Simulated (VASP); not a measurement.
# Cu (P2/m) in VASP: further runs

Runs on Cu. Level: r2SCAN. Tasks: single point.

Program: VASP 6.6.1. These are calculated values, not measurements. Logs are shortened: lines on timing, memory, paths and dates and some standing lists are left out, and cuts for length are marked.

## (1) The cell of the first run

The structure is monoclinic, space group P2/m (No. 10). The conventional cell has a = 11.374 Å, b = 2.200 Å, c = 21.847 Å, α = 90.00°, β = 101.93°, γ = 90.00°. Within 2.9 Å of Cu (site symmetry 2/m) lie 2 Cu at 2.20 Å.

## (2) Single point, r2SCAN

POSCAR reads:

```
Cu
1.0
   11.3741101078      0.0000000000      0.0000000000
    0.0000000000      2.2002688733      0.0000000000
   -4.5177170173      0.0000000000     21.3747847911
Cu
1
Direct
    0.5000000000      0.5000000000      0.5000000000
```

INCAR.step1 reads:

```
SYSTEM = Cu
ALGO = Normal
EDIFF = 1E-4
ENCUT = 520
GGA = PE
ISMEAR = 1
LASPH = .True.
LCHARG = .False.
LREAL = .False.
LWAVE = .True.
NBANDS = 12
NELM = 80
PREC = Accurate
SIGMA = 0.1
```

INCAR.step2 reads:

```
SYSTEM = Cu
ALGO = Normal
EDIFF = 1E-7
ENCUT = 520
ISIF = 2
ISMEAR = 1
ISTART = 1
LASPH = .True.
LCHARG = .False.
LMIXTAU = .True.
LREAL = .False.
LWAVE = .False.
METAGGA = R2SCAN
NBANDS = 12
NELM = 80
PREC = Accurate
SIGMA = 0.1
```

KPOINTS reads:

```
k-points
0
Gamma
  3 13 2
  0 0 0
```

Potentials or basis: VASP PAW PBE potentials, release 64 (Cu).

Run with:

```console
$ cat potpaw_PBE.64/Cu/POTCAR > POTCAR
$ cp INCAR.step1 INCAR
$ mpirun -np 1 vasp_std > vasp.out
$ cp INCAR.step2 INCAR
$ mpirun -np 1 vasp_std > vasp.out
```

OUTCAR:

```text
SYSTEM = Cu
   EDIFF = 1E-7
   ENCUT = 520
   ISIF = 2
   ISMEAR = 1
   ISTART = 1
   LASPH = .True.
   LREAL = .False.
   METAGGA = R2SCAN
   NELM = 80
   PREC = Accurate

 ion  position               nearest neighbor table
   1  0.500  0.500  0.500-

  LATTYP: Found a simple monoclinic cell.
 ALAT       =    11.3741101078
 B/A-ratio  =     0.1934453643
 C/A-ratio  =     1.9207652137
 COS(beta)  =    -0.2067889433

  Lattice vectors:

 A1 = (  11.3741101078,   0.0000000000,   0.0000000000)
 A2 = (   0.0000000000,   2.2002688733,   0.0000000000)
 A3 = (  -4.5177170173,   0.0000000000,  21.3747847911)

Analysis of symmetry for initial positions (statically):
=====================================================================
 Subroutine PRICEL returns:
 Original cell was already a primitive cell.

 Routine SETGRP: Setting up the symmetry group for a
 simple monoclinic supercell.

 Subroutine GETGRP returns: Found  4 space group operations
 (whereof  4 operations were pure point group operations)
 out of a pool of  4 trial point group operations.

The static configuration has the point symmetry C_2h.

Analysis of symmetry for dynamics (positions and initial velocities):
=====================================================================
 Subroutine PRICEL returns:
 Original cell was already a primitive cell.

 Routine SETGRP: Setting up the symmetry group for a
 simple monoclinic supercell.

 Subroutine GETGRP returns: Found  4 space group operations
 (whereof  4 operations were pure point group operations)
 out of a pool of  4 trial point group operations.

The dynamic configuration has the point symmetry C_2h.

 Subroutine INISYM returns: Found  4 space group operations
 (whereof  4 operations are pure point group operations),
 and found     1 'primitive' translations

----------------------------------------------------------------------------------------

                                     Primitive cell

  volume of cell :     534.9275

  direct lattice vectors                    reciprocal lattice vectors
    11.374110108  0.000000000  0.000000000     0.087918966  0.000000000  0.018582316
     0.000000000  2.200268873  0.000000000     0.000000000  0.454489909  0.000000000
    -4.517717017  0.000000000 21.374784791     0.000000000  0.000000000  0.046784097

  length of vectors
    11.374110108  2.200268873 21.846995032     0.089861266  0.454489909  0.046784097

[... 86 lines left out ...]
   POTIM  = 0.5000    time-step for ionic-motion
   TEBEG  =    0.0;   TEEND  =   0.0 temperature during run
   PSTRESS=    0.0 pullay stress
   NELECT =      11.0000    total number of electrons
   NUPDOWN=      -1.0000    fix difference up-down
   EMIN   =  10.00;   EMAX   =-10.00  energy-range for DOS
   EFERMI =   0.00;   METHOD = LEGACY
   ISMEAR =     1;   SIGMA  =   0.10  broadening in eV -4-tet -1-fermi 0-gaus
   EFERMI_NEDOS =   21; number of points for ismear=-14 and -15
   IALGO  =     38    algorithm
   IMIX   =      4    mixing-type and parameters
     AMIX     =   0.40;   BMIX     =  1.00
     AMIX_MAG =   1.60;   BMIX_MAG =  1.00
  volume/ion in A,a.u.               =     534.93      3609.87
  Fermi-wavevector in a.u.,A,eV,Ry     =   0.448512  0.847565  2.736989  0.201163
  Thomas-Fermi vector in A             =   1.428042
   LORBIT       =      0    0 simple, 1 ext, 2 COOP (PROOUT), +10 PAW based schemes
   METAGGA = R2SCAN    functional components
   LHFCALC =     F    Hartree Fock is set to
   AEXX    =    0.0000 exact exchange contribution
   IVDW    =     0    specifies the selected vdW correction
   LEPSILON=     F    determine dielectric tensor
   LRPA    =     F    only Hartree local field effects (RPA)
 non-spin polarized calculation
 Methfessel and Paxton  Order N= 1 SIGMA  =   0.10
  energy-cutoff  :      520.00
  volume of cell :      534.93
 maximum number of plane-waves:     14504
 NGX is ok and might be reduce to    90
   NGX = 43   NGY =  9   NGZ = 81

 number of electron      11.0000000 magnetization

 Free energy of the ion-electron system (eV)
  ---------------------------------------------------
  ext. energy  EPLUGINS =         0.00000000
  ---------------------------------------------------
  free energy    TOTEN  =        -8.49878319 eV

  energy without entropy =       -8.49788342  energy(sigma->0) =       -8.49848327

 E-fermi :  -5.1294     XC(G=0):  -0.6764

 val. band max:       -5.1545524619   @ k =   0.0000   0.0000   0.5000
 cond. band min:      -4.3588558841   @ k =   0.0000   0.3077   0.5000
 fundamental gap:      0.7956965778
 Fermi energy:        -5.1294258313

 k-point     1 :       0.0000    0.0000    0.0000
  band No.  band energies     occupation
      1      -8.8643      2.00000
      2      -6.3623      2.00000
      3      -6.1788      2.00000
      4      -6.1783      2.00000
      5      -5.1547      1.41321
      6      -5.1546      1.41078
      7      -2.0375      0.00000
      8      -2.0305      0.00000
      9       0.2212      0.00000
     10       0.5784      0.00000
     11       0.6377      0.00000
     12       1.2318      0.00000
[... 331 lines left out ...]
 k-point    24 :       0.3333    0.3077    0.5000
  band No.  band energies     occupation
      1      -6.6838      2.00000
      2      -6.6837      2.00000
      3      -6.0701      2.00000
      4      -5.8578      2.00000
      5      -5.8571      2.00000
      6      -4.3588     -0.00000
      7       1.5508      0.00000
      8       1.5580      0.00000
      9       3.3666      0.00000
     10       3.4780      0.00000
     11       3.7672      0.00000
     12       3.8972      0.00000

 [... further k-points ...]

------------------------ aborting loop because EDIFF is reached ----------------------------------------

  FORCE on cell =-STRESS in cart. coord.  units (eV):
  Direction    XX          YY          ZZ          XY          YZ          ZX
  --------------------------------------------------------------------------------------
  -------------------------------------------------------------------------------------
  Total        0.0065396      0.8939457      0.0066599      0.0000000      0.0000000     -0.0000480
  in kB        0.0195870      2.6774835      0.0199472      0.0000000      0.0000000     -0.0001436
  external PRESSURE =       0.9056725 kB  Pullay stress =       0.0000000 kB

 VOLUME and BASIS-vectors are now :
 -----------------------------------------------------------------------------
  energy-cutoff  :      520.00
  volume of cell :      534.93
      direct lattice vectors                 reciprocal lattice vectors
    11.374110108  0.000000000  0.000000000     0.087918966  0.000000000  0.018582316
     0.000000000  2.200268873  0.000000000     0.000000000  0.454489909  0.000000000
    -4.517717017  0.000000000 21.374784791     0.000000000  0.000000000  0.046784097

 POSITION                                       TOTAL-FORCE (eV/Angst)
 -----------------------------------------------------------------------------------
      3.42820      1.10013     10.68739         0.000000      0.000000      0.000000
 -----------------------------------------------------------------------------------
    total drift:                                0.000000     -0.000000     -0.000000

  FREE ENERGIE OF THE ION-ELECTRON SYSTEM (eV)
  ---------------------------------------------------
  free  energy   TOTEN  =        -8.4987831943 eV

  energy  without entropy=       -8.4978834151  energy(sigma->0) =       -8.49848327
```

OUTCAR.step1:

```text
SYSTEM = Cu
   EDIFF = 1E-4
   ENCUT = 520
   GGA = PE
   ISMEAR = 1
   LASPH = .True.
[... 581 lines left out ...]
 -----------------------------------------------------------------------------------
      3.42820      1.10013     10.68739         0.000000      0.000000      0.000000
 -----------------------------------------------------------------------------------
    total drift:                                0.000000     -0.000000     -0.000000

  FREE ENERGIE OF THE ION-ELECTRON SYSTEM (eV)
  ---------------------------------------------------
  free  energy   TOTEN  =        -1.7248518904 eV

  energy  without entropy=       -1.7239750158  energy(sigma->0) =       -1.72455960
```

It took 23 min on 1 thread of Intel Xeon Platinum 8259CL at 2.50GHz (Skylake/Cascade Lake), shared host; peak memory 0.66 GiB.

Results:

| Item | Value |
| --- | --- |
| Free energy | -8.4988 eV |
| Pressure | 0.1 GPa |
| Band gap on the k mesh | zero (an odd number of electrons rules out a gap without spin polarisation) |

Caveat: the PAW data sets were made with another functional, which shifts forces and pressure a little.

## (3) Single point, r2SCAN

This run uses another cell than the first one.

POSCAR reads:

```
Cu
1.0
   11.4730203778      0.0000000000      0.0000000000
    0.0000000000      2.2194026065      0.0000000000
   -4.5570034850      0.0000000000     21.5606618148
Cu
1
Direct
    0.5000000000      0.5000000000      0.5000000000
```

INCAR.step1 reads:

```
  PREC = Accurate
  ENCUT = 520
  ISMEAR = 1
  SIGMA = 0.1
  LREAL = F
  LASPH = T
  NELM = 60
  NBANDS = 12
  GGA = PE
  ALGO = Normal
  EDIFF = 1E-4
  LWAVE = T
  LCHARG = F
```

INCAR.step2 reads:

```
  PREC = Accurate
  ENCUT = 520
  EDIFF = 1E-6
  ISMEAR = 1
  SIGMA = 0.1
  LREAL = F
  LASPH = T
  NELM = 60
  ALGO = Normal
  ISIF = 2
  LWAVE = F
  LCHARG = F
  METAGGA = R2SCAN
  LMIXTAU = T
  NBANDS = 12
  ISTART = 1
```

KPOINTS reads:

```
regular mesh
0
Gamma
  3 13 2
```

Potentials or basis: VASP PAW PBE potentials, release 64 (Cu).

Run with:

```console
$ cat potpaw_PBE.64/Cu/POTCAR > POTCAR
$ cp INCAR.step1 INCAR
$ mpirun -np 1 vasp_std > vasp.out
$ cp INCAR.step2 INCAR
$ mpirun -np 1 vasp_std > vasp.out
```

It took 24 min on 1 thread of Intel Xeon Platinum 8259CL at 2.50GHz (Skylake/Cascade Lake), shared host; peak memory 0.76 GiB.

It converged, with:

```
Free energy            : -8.5053 eV
Pressure               : 0.1 GPa
Band gap on the k mesh : zero (an odd number of electrons rules out a gap without spin polarisation)
```

Stress tensor (GPa, compression positive):
```
0.00 0.00 0.00
0.00 0.16 0.00
0.00 0.00 0.00
```

Levels at points of the mesh, in eV from the Fermi level:
```tsv
k point	band 2	band 3	band 4	band 5	band 6	band 7	band 8	band 9	band 10	band 11
(0.00, 0.00, 0.00)	-1.18	-1.01	-1.01	-0.02	-0.02	3.13	3.13	5.36	5.71	5.77
(0.00, 0.00, 0.50)	-1.18	-1.01	-1.01	-0.02	-0.02	3.13	3.13	5.42	5.50	6.06
```

Caveat: the PAW data sets were made with another functional, which shifts forces and pressure a little.

## (4) Single point, r2SCAN

This run uses another cell than the first one.

POSCAR reads:

```
Cu
1.0
   11.9437431350      0.0000000000      0.0000000000
    0.0000000000      2.3104617418      0.0000000000
   -4.7439712733      0.0000000000     22.4452670751
Cu
1
Direct
    0.5000000000      0.5000000000      0.5000000000
```

INCAR.step1 reads:

```
PREC = Accurate ; ENCUT = 520
ISMEAR = 1 ; SIGMA = 0.1
LREAL = F ; LASPH = T
NELM = 80 ; NBANDS = 12
GGA = PE ; ALGO = Normal
EDIFF = 1E-4 ; LWAVE = T
LCHARG = F
```

INCAR.step2 reads:

```
PREC = Accurate ; ENCUT = 520
EDIFF = 1E-7 ; ISMEAR = 1
SIGMA = 0.1 ; LREAL = F
LASPH = T ; NELM = 80
ALGO = Normal ; ISIF = 2
LWAVE = F ; LCHARG = F
METAGGA = R2SCAN ; LMIXTAU = T
NBANDS = 12 ; ISTART = 1
```

KPOINTS reads:

```
Automatic mesh
0
Gamma
  3 13 2
```

Run with:

```console
$ cat potpaw_PBE.64/Cu/POTCAR > POTCAR
$ cp INCAR.step1 INCAR
$ mpirun -np 1 vasp_std > vasp.out
$ cp INCAR.step2 INCAR
$ mpirun -np 1 vasp_std > vasp.out
```

Wall time 36 min (1 thread of Intel Xeon 8259CL, shared host); peak memory 0.79 GiB.

Results (log left out):

* Free energy: -8.4999 eV
* Pressure: -0.1 GPa
* Band gap on the k mesh: zero (an odd number of electrons rules out a gap without spin polarisation)

Stress tensor (GPa, compression positive):
```
 0.00  0.00  0.00
 0.00 -0.20  0.00
 0.00  0.00  0.00
```

Levels at points of the mesh, in eV from the Fermi level:
```
           k point  band 2  band 3  band 4  band 5  band 6  band 7  band 8  band 9  band 10  band 11
(0.00, 0.00, 0.00)   -0.94   -0.83   -0.83   -0.02   -0.02    3.30    3.31    5.44     5.76     5.82
(0.00, 0.00, 0.50)   -0.94   -0.83   -0.83   -0.02   -0.02    3.30    3.31    5.49     5.57     6.09
```

Caveat: the PAW data sets were made with another functional, which shifts forces and pressure a little.

## (5) The runs side by side

| cell | gap on the mesh (eV) | pressure (GPa) |
| --- | --- | --- |
| a = 11.374, b = 2.200, c = 21.847 Å, angles 90.0, 101.9, 90.0°, 1 atom | none | 0.1 |
| a = 11.473, b = 2.219, c = 22.037 Å, angles 90.0, 101.9, 90.0°, 1 atom | none | 0.1 |
| a = 11.944, b = 2.310, c = 22.941 Å, angles 90.0, 101.9, 90.0°, 1 atom | none | -0.1 |

Alike in all rows: task single point; level r2SCAN; potentials or basis VASP PAW PBE potentials, release 64 (Cu); no spin polarisation; k mesh 3 × 13 × 2; cutoff (eV) 520; smearing methfessel-paxton 0.1 eV.

Caveats: the PAW data sets were made with another functional, which shifts forces and pressure a little.

Absolute energies hang on the potentials; compare differences alone.

The gap in the log of VASP goes by the Fermi energy; the results here count the filled bands.